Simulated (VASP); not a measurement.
# NaCl (Fm-3m) in VASP: settings compared

NaCl is run at these levels: LDA, PBE, PBE-based screened hybrid with 25 % exact exchange; tasks: single point, relaxation of cell and atoms.

Everything below comes from runs of VASP 6.6.1. Logs are shortened: lines on timing, memory, paths and dates and some standing lists are left out, and cuts for length are marked.

### 1 The cell of the first run

Symmetry: Fm-3m, No. 225, cubic system. Conventional cell: a = 5.588 Å, b = 5.588 Å, c = 5.588 Å, α = 90.00°, β = 90.00°, γ = 90.00°. Cl (site symmetry m-3m) has 6 Na at 2.79 Å within 3.7 Å. Na (site symmetry m-3m) has 6 Cl at 2.79 Å within 3.7 Å.

### 2 Single point, LDA

Contents of INCAR:

```
SYSTEM = NaCl
ALGO = Normal
EDIFF = 1E-6
ENCUT = 520
GGA = CA
ISIF = 2
ISMEAR = -1
LASPH = .True.
LCHARG = .False.
LREAL = .False.
LWAVE = .False.
NBANDS = 14
NELM = 100
PREC = Accurate
SIGMA = 0.05
```

Contents of KPOINTS:

```
k-points
0
Gamma
  8 8 8
  0 0 0
```

Contents of POSCAR:

```
NaCl
1.0
    0.0000000000      2.7940632177      2.7940632177
    2.7940632177      0.0000000000      2.7940632177
    2.7940632177      2.7940632177      0.0000000000
Cl Na
1 1
Direct
    0.5000000000      0.5000000000      0.5000000000
    0.0000000000      0.0000000000      0.0000000000
```

Potentials or basis: VASP PAW LDA potentials, release 64 (Cl, Na_pv).

Run with:

```bash
$ cat potpaw_LDA.64/Cl/POTCAR potpaw_LDA.64/Na_pv/POTCAR > POTCAR
$ mpirun -np 1 vasp_std > vasp.out
```

OUTCAR:

```text
SYSTEM = NaCl
   EDIFF = 1E-6
   ENCUT = 520
   GGA = CA
   ISIF = 2
   ISMEAR = -1
   LASPH = .True.
   LREAL = .False.
   NELM = 100
   PREC = Accurate

 ion  position               nearest neighbor table
   1  0.500  0.500  0.500-
   2  0.000  0.000  0.000-

  LATTYP: Found a face centered cubic cell.
 ALAT       =     5.5881264354

  Lattice vectors:

 A1 = (   0.0000000000,   2.7940632177,   2.7940632177)
 A2 = (   2.7940632177,   0.0000000000,   2.7940632177)
 A3 = (   2.7940632177,   2.7940632177,   0.0000000000)

Analysis of symmetry for initial positions (statically):
=====================================================================
 Subroutine PRICEL returns:
 Original cell was already a primitive cell.

 Routine SETGRP: Setting up the symmetry group for a
 face centered cubic supercell.

 Subroutine GETGRP returns: Found 48 space group operations
 (whereof 48 operations were pure point group operations)
 out of a pool of 48 trial point group operations.

The static configuration has the point symmetry O_h .

Analysis of symmetry for dynamics (positions and initial velocities):
=====================================================================
 Subroutine PRICEL returns:
 Original cell was already a primitive cell.

 Routine SETGRP: Setting up the symmetry group for a
 face centered cubic supercell.

 Subroutine GETGRP returns: Found 48 space group operations
 (whereof 48 operations were pure point group operations)
 out of a pool of 48 trial point group operations.

The dynamic configuration has the point symmetry O_h .

 Subroutine INISYM returns: Found 48 space group operations
 (whereof 48 operations are pure point group operations),
 and found     1 'primitive' translations

----------------------------------------------------------------------------------------

                                     Primitive cell

  volume of cell :      43.6253

  direct lattice vectors                    reciprocal lattice vectors
     0.000000000  2.794063218  2.794063218    -0.178950854  0.178950854  0.178950854
     2.794063218  0.000000000  2.794063218     0.178950854 -0.178950854  0.178950854
     2.794063218  2.794063218  0.000000000     0.178950854  0.178950854 -0.178950854

  length of vectors
     3.951402097  3.951402097  3.951402097     0.309951972  0.309951972  0.309951972

  position of ions in fractional coordinates (direct lattice)
     0.500000000  0.500000000  0.500000000
     0.000000000  0.000000000  0.000000000

  ion indices of the primitive-cell ions
   primitive index   ion index
                 1           1
                 2           2

----------------------------------------------------------------------------------------

 KPOINTS: k-points

Automatic generation of k-mesh.
 Grid dimensions read from file:
 generate k-points for:    8    8    8

 Generating k-lattice:

  Cartesian coordinates                     Fractional coordinates (reciprocal lattice)
    -0.022368857  0.022368857  0.022368857     0.125000000  0.000000000  0.000000000
     0.022368857 -0.022368857  0.022368857     0.000000000  0.125000000  0.000000000
     0.022368857  0.022368857 -0.022368857     0.000000000  0.000000000  0.125000000

  Length of vectors
     0.038743996  0.038743996  0.038743996

  Shift w.r.t. Gamma in fractional coordinates (k-lattice)
     0.000000000  0.000000000  0.000000000

 Subroutine IBZKPT returns following result:
 ===========================================

 Found     29 irreducible k-points:

 Following reciprocal coordinates:
            Coordinates               Weight
  0.000000  0.000000  0.000000      1.000000
  0.125000  0.000000  0.000000      8.000000
  0.250000  0.000000  0.000000      8.000000
  0.375000  0.000000  0.000000      8.000000
  0.500000  0.000000  0.000000      4.000000
  0.125000  0.125000  0.000000      6.000000
[... 16 lines left out ...]
  0.500000  0.250000  0.125000     48.000000
 -0.375000  0.250000  0.125000     24.000000
 [... further k-points ...]
   k-points           NKPTS =     29   k-points in BZ     NKDIM =     29   number of bands    NBANDS=     14
   number of dos      NEDOS =    301   number of ions     NIONS =      2
   total plane-waves  NPLWV =  27000
   dimension x,y,z NGX =    30 NGY =   30 NGZ =   30
   dimension x,y,z NGXF=    60 NGYF=   60 NGZF=   60
   ions per type =               1   1
   NGX,Y,Z   is equivalent  to a cutoff of  12.62, 12.62, 12.62 a.u.
   NGXF,Y,Z  is equivalent  to a cutoff of  25.24, 25.24, 25.24 a.u.
 SYSTEM =  NaCl
   PREC   = accura    normal or accurate (medium, high low for compatibility)
   ISTART =      0    job   : 0-new  1-cont  2-samecut
   ICHARG =      2    charge: 1-file 2-atom 10-const
   ISPIN  =      1    spin polarized calculation?
   LNONCOLLINEAR =      F non collinear calculations
   LSORBIT =      F    spin-orbit coupling
   LASPH  =      T    aspherical Exc in radial PAW
   ENCUT  =  520.0 eV  38.22 Ry    6.18 a.u.   7.35  7.35  7.35*2*pi/ulx,y,z
   NELM   =    100;   NELMIN=  2; NELMDL= -5     # of ELM steps
   EDIFF  = 0.1E-05   stopping-criterion for ELM
   LREAL  =      F    real-space projection
   EDIFFG = 0.1E-04   stopping-criterion for IOM
   NSW    =      0    number of steps for IOM
   IBRION =     -1    ionic relax: 0-MD 1-quasi-New 2-CG
   NFREE  =      0    steps in history (QN), initial steepest desc. (CG)
   ISIF   =      2    stress and relaxation
   ISYM   =      2    0-nonsym 1-usesym 2-fastsym
   POTIM  = 0.5000    time-step for ionic-motion
   TEBEG  =    0.0;   TEEND  =   0.0 temperature during run
   PSTRESS=    0.0 pullay stress
   NELECT =      14.0000    total number of electrons
   NUPDOWN=      -1.0000    fix difference up-down
   EMIN   =  10.00;   EMAX   =-10.00  energy-range for DOS
   EFERMI =   0.00;   METHOD = LEGACY
   ISMEAR =    -1;   SIGMA  =   0.05  broadening in eV -4-tet -1-fermi 0-gaus
   EFERMI_NEDOS =   21; number of points for ismear=-14 and -15
   IALGO  =     38    algorithm
   IMIX   =      4    mixing-type and parameters
     AMIX     =   0.40;   BMIX     =  1.00
     AMIX_MAG =   1.60;   BMIX_MAG =  1.00
  volume/ion in A,a.u.               =      21.81       147.20
  Fermi-wavevector in a.u.,A,eV,Ry     =   1.120825  2.118053 17.092312  1.256249
  Thomas-Fermi vector in A             =   2.257475
   LORBIT       =      0    0 simple, 1 ext, 2 COOP (PROOUT), +10 PAW based schemes
   GGA     = CA    functional components
   LHFCALC =     F    Hartree Fock is set to
   AEXX    =    0.0000 exact exchange contribution
   IVDW    =     0    specifies the selected vdW correction
   LEPSILON=     F    determine dielectric tensor
   LRPA    =     F    only Hartree local field effects (RPA)
 non-spin polarized calculation
  energy-cutoff  :      520.00
  volume of cell :       43.63
 maximum number of plane-waves:      1211
 NGX is ok and might be reduce to    30
   NGX = 15   NGY = 15   NGZ = 15

 number of electron      14.0000008 magnetization

 Free energy of the ion-electron system (eV)
  ---------------------------------------------------
  ext. energy  EPLUGINS =         0.00000000
  ---------------------------------------------------
  free energy    TOTEN  =        -7.37249640 eV

  energy without entropy =       -7.37249640  energy(sigma->0) =       -7.37249640

 E-fermi :   0.2480     XC(G=0):  -8.8413

 val. band max:       -0.7855232030   @ k =   0.0000   0.0000   0.0000
 cond. band min:       4.0185767844   @ k =   0.0000   0.0000   0.0000
 fundamental gap:      4.8040999874
 Fermi energy:         0.2480211350

 k-point     1 :       0.0000    0.0000    0.0000
  band No.  band energies     occupation
      1     -21.5143      2.00000
      2     -21.5143      2.00000
      3     -21.5143      2.00000
      4     -13.4347      2.00000
      5      -0.7855      2.00000
      6      -0.7855      2.00000
      7      -0.7855      2.00000
      8       4.0186      0.00000
      9      10.0879      0.00000
     10      10.0879      0.00000
     11      10.0879      0.00000
     12      12.3538      0.00000
     13      12.3538      0.00000
     14      13.7703      0.00000

 k-point     2 :       0.1250    0.0000    0.0000
  band No.  band energies     occupation
      1     -21.5196      2.00000
      2     -21.5147      2.00000
      3     -21.5147      2.00000
      4     -13.3811      2.00000
      5      -1.1987      2.00000
      6      -0.8307      2.00000
      7      -0.8307      2.00000
      8       4.5447      0.00000
      9       9.5197      0.00000
     10      10.2884      0.00000
     11      10.2884      0.00000
     12      12.0712      0.00000
     13      12.0712      0.00000
     14      14.7315      0.00000

 k-point     3 :       0.2500    0.0000    0.0000
  band No.  band energies     occupation
      1     -21.5322      2.00000
      2     -21.5156      2.00000
      3     -21.5156      2.00000
      4     -13.2477      2.00000
      5      -1.9975      2.00000
      6      -0.9358      2.00000
      7      -0.9358      2.00000
      8       5.5343      0.00000
      9       8.9698      0.00000
     10      10.3865      0.00000
     11      10.3865      0.00000
     12      12.2825      0.00000
     13      12.2825      0.00000
     14      14.5921      0.00000
[... 324 lines left out ...]
 k-point    23 :       0.5000    0.2500    0.1250
  band No.  band energies     occupation
      1     -21.5401      2.00000
      2     -21.5235      2.00000
      3     -21.5186      2.00000
      4     -13.0569      2.00000
      5      -2.4717      2.00000
      6      -1.5416      2.00000
      7      -1.1807      2.00000
      8       7.1246      0.00000
      9       8.5516      0.00000
     10       8.9027      0.00000
     11      10.9296      0.00000
     12      12.7806      0.00000
     13      15.1344      0.00000
     14      15.7725      0.00000

 k-point    24 :      -0.3750    0.2500    0.1250
  band No.  band energies     occupation
      1     -21.5427      2.00000
      2     -21.5241      2.00000
      3     -21.5196      2.00000
      4     -13.0129      2.00000
      5      -2.5980      2.00000
      6      -1.6276      2.00000
      7      -1.2387      2.00000
      8       7.2554      0.00000
      9       8.5398      0.00000
     10       9.2551      0.00000
     11      10.7398      0.00000
     12      13.3976      0.00000
     13      14.6937      0.00000
     14      15.8943      0.00000

 [... further k-points ...]

------------------------ aborting loop because EDIFF is reached ----------------------------------------

  FORCE on cell =-STRESS in cart. coord.  units (eV):
  Direction    XX          YY          ZZ          XY          YZ          ZX
  --------------------------------------------------------------------------------------
  -------------------------------------------------------------------------------------
  Total       -0.4968200     -0.4968200     -0.4968200     -0.0000000     -0.0000000     -0.0000000
  in kB      -18.2461392    -18.2461392    -18.2461392     -0.0000000     -0.0000000     -0.0000000
  external PRESSURE =     -18.2461392 kB  Pullay stress =       0.0000000 kB

 VOLUME and BASIS-vectors are now :
 -----------------------------------------------------------------------------
  energy-cutoff  :      520.00
  volume of cell :       43.63
      direct lattice vectors                 reciprocal lattice vectors
     0.000000000  2.794063218  2.794063218    -0.178950854  0.178950854  0.178950854
     2.794063218  0.000000000  2.794063218     0.178950854 -0.178950854  0.178950854
     2.794063218  2.794063218  0.000000000     0.178950854  0.178950854 -0.178950854

 POSITION                                       TOTAL-FORCE (eV/Angst)
 -----------------------------------------------------------------------------------
      2.79406      2.79406      2.79406        -0.000000     -0.000000     -0.000000
      0.00000      0.00000      0.00000         0.000000      0.000000      0.000000
 -----------------------------------------------------------------------------------
    total drift:                               -0.000000      0.000000      0.000000

  FREE ENERGIE OF THE ION-ELECTRON SYSTEM (eV)
  ---------------------------------------------------
  free  energy   TOTEN  =        -7.3724964031 eV

  energy  without entropy=       -7.3724964030  energy(sigma->0) =       -7.37249640
```

Run time: 14 s. Hardware: 1 thread of Intel Xeon 8259CL, shared host; peak memory 0.15 GiB.

What came out:

```yaml
Free_energy: -7.3725 eV
Pressure: -1.8 GPa
Band_gap_on_the_k_mesh: 4.80 eV
```

Levels at points of the mesh, in eV from the valence-band top:
```csv
k point,band 5,band 6,band 7,band 8,band 9,band 10
"(0.00, 0.00, 0.00)",0.00,0.00,0.00,4.80,10.87,10.87
"(0.50, 0.00, 0.00)",-2.11,-0.29,-0.29,6.94,10.49,10.74
"(0.50, 0.50, 0.00)",-1.82,-0.65,-0.65,7.25,7.71,11.13
```

### 3 Single point, PBE

This run uses another cell than the first one, of 23.06 Å³/atom.

Contents of INCAR:

```
SYSTEM = NaCl
  PREC = Accurate
  ENCUT = 520
  EDIFF = 1E-7
  ISMEAR = -1
  SIGMA = 0.05
  LREAL = .False.
  LASPH = .True.
  NELM = 80
  ALGO = Normal
  ISIF = 2
  LWAVE = .False.
  LCHARG = .False.
  GGA = PE
  NBANDS = 14
```

Contents of KPOINTS:

```
regular mesh
0
Gamma
  8 8 8
  0 0 0
```

Contents of POSCAR:

```
NaCl
1.0
    0.0000000000      2.8461988137      2.8461988137
    2.8461988137      0.0000000000      2.8461988137
    2.8461988137      2.8461988137      0.0000000000
Cl Na
1 1
Direct
    0.5000000000      0.5000000000      0.5000000000
    0.0000000000      0.0000000000      0.0000000000
```

Potentials or basis: VASP PAW PBE potentials, release 64 (Cl, Na_pv).

Run with:

```bash
$ cat potpaw_PBE.64/Cl/POTCAR potpaw_PBE.64/Na_pv/POTCAR > POTCAR
$ mpirun -np 1 vasp_std > vasp.out
```

OUTCAR:

```text
SYSTEM = NaCl
   PREC = Accurate
   ENCUT = 520
   EDIFF = 1E-7
   ISMEAR = -1
   LREAL = .False.
   LASPH = .True.
   NELM = 80
   ISIF = 2
   GGA = PE

 ion  position               nearest neighbor table
   1  0.500  0.500  0.500-
   2  0.000  0.000  0.000-

  LATTYP: Found a face centered cubic cell.
 ALAT       =     5.6923976274

  Lattice vectors:

 A1 = (   0.0000000000,   2.8461988137,   2.8461988137)
 A2 = (   2.8461988137,   0.0000000000,   2.8461988137)
 A3 = (   2.8461988137,   2.8461988137,   0.0000000000)

Analysis of symmetry for initial positions (statically):
=====================================================================
 Subroutine PRICEL returns:
 Original cell was already a primitive cell.

 Routine SETGRP: Setting up the symmetry group for a
 face centered cubic supercell.

 Subroutine GETGRP returns: Found 48 space group operations
 (whereof 48 operations were pure point group operations)
 out of a pool of 48 trial point group operations.

The static configuration has the point symmetry O_h .

[... 171 lines left out ...]
      3     -21.7620      2.00000
      4     -13.4868      2.00000
      5      -0.8888      2.00000
      6      -0.8888      2.00000
      7      -0.8888      2.00000
      8       4.1136      0.00000
      9      10.2017      0.00000
     10      10.2017      0.00000
     11      10.2017      0.00000
     12      12.3266      0.00000
     13      12.3266      0.00000
     14      13.8880      0.00000
[... 377 lines left out ...]
      1     -21.7826      2.00000
      2     -21.7692      2.00000
      3     -21.7659      2.00000
      4     -13.1470      2.00000
      5      -2.4666      2.00000
      6      -1.6133      2.00000
      7      -1.2788      2.00000
      8       7.3697      0.00000
      9       8.5269      0.00000
     10       9.2642      0.00000
     11      10.7403      0.00000
     12      13.3176      0.00000
     13      14.5408      0.00000
     14      15.5911      0.00000

 [... further k-points ...]

------------------------ aborting loop because EDIFF is reached ----------------------------------------

  FORCE on cell =-STRESS in cart. coord.  units (eV):
  Direction    XX          YY          ZZ          XY          YZ          ZX
  --------------------------------------------------------------------------------------
  -------------------------------------------------------------------------------------
  Total        0.0034177      0.0034177      0.0034177      0.0000000     -0.0000000      0.0000000
  in kB        0.1187445      0.1187445      0.1187445      0.0000000     -0.0000000      0.0000000
  external PRESSURE =       0.1187445 kB  Pullay stress =       0.0000000 kB

 VOLUME and BASIS-vectors are now :
 -----------------------------------------------------------------------------
  energy-cutoff  :      520.00
  volume of cell :       46.11
      direct lattice vectors                 reciprocal lattice vectors
     0.000000000  2.846198814  2.846198814    -0.175672900  0.175672900  0.175672900
     2.846198814  0.000000000  2.846198814     0.175672900 -0.175672900  0.175672900
     2.846198814  2.846198814  0.000000000     0.175672900  0.175672900 -0.175672900

 POSITION                                       TOTAL-FORCE (eV/Angst)
 -----------------------------------------------------------------------------------
      2.84620      2.84620      2.84620         0.000000      0.000000      0.000000
      0.00000      0.00000      0.00000         0.000000      0.000000     -0.000000
 -----------------------------------------------------------------------------------
    total drift:                               -0.000000      0.000000      0.000000

  FREE ENERGIE OF THE ION-ELECTRON SYSTEM (eV)
  ---------------------------------------------------
  free  energy   TOTEN  =        -6.7778669123 eV

  energy  without entropy=       -6.7778669123  energy(sigma->0) =       -6.77786691
```

OSZICAR:

```text
N       E                     dE             d eps       ncg     rms          rms(c)
DAV:   1     0.103272896932E+03    0.10327E+03   -0.70241E+03   820   0.998E+02
DAV:   2     0.199760474652E+01   -0.10128E+03   -0.93031E+02   884   0.269E+02
DAV:   3    -0.683297410361E+01   -0.88306E+01   -0.87752E+01  1064   0.758E+01
DAV:   4    -0.697837908220E+01   -0.14540E+00   -0.14533E+00   956   0.102E+01
DAV:   5    -0.698156049134E+01   -0.31814E-02   -0.31812E-02  1046   0.153E+00    0.214E+00
DAV:   6    -0.678364704166E+01    0.19791E+00   -0.33348E-01   986   0.328E+00    0.159E+00
DAV:   7    -0.677195070980E+01    0.11696E-01   -0.82159E-02  1078   0.162E+00    0.109E+00
DAV:   8    -0.677786266416E+01   -0.59120E-02   -0.10382E-02   926   0.860E-01    0.299E-01
DAV:   9    -0.677774811052E+01    0.11455E-03   -0.21887E-04  1010   0.112E-01    0.170E-01
DAV:  10    -0.677787984893E+01   -0.13174E-03   -0.37234E-04   920   0.142E-01    0.757E-02
DAV:  11    -0.677786664154E+01    0.13207E-04   -0.22403E-05  1022   0.412E-02    0.186E-02
DAV:  12    -0.677786647793E+01    0.16361E-06   -0.29825E-06   950   0.149E-02    0.152E-03
DAV:  13    -0.677786710860E+01   -0.63067E-06   -0.34826E-07   968   0.397E-03    0.319E-03
DAV:  14    -0.677786691982E+01    0.18877E-06   -0.39509E-08   766   0.110E-03    0.287E-04
DAV:  15    -0.677786691234E+01    0.74861E-08   -0.29151E-09   544   0.485E-04
   1 F= -.67778669E+01 E0= -.67778669E+01  d E =-.687186E-10
```

It took 20 s on 1 thread of Intel Xeon 8259CL, shared host; peak memory 0.16 GiB.

What came out:

| Property | Result |
| --- | --- |
| Free energy | -6.7779 eV |
| Pressure | 0.0 GPa |
| Band gap on the k mesh | 5.00 eV |

[end of part 1 of 2]
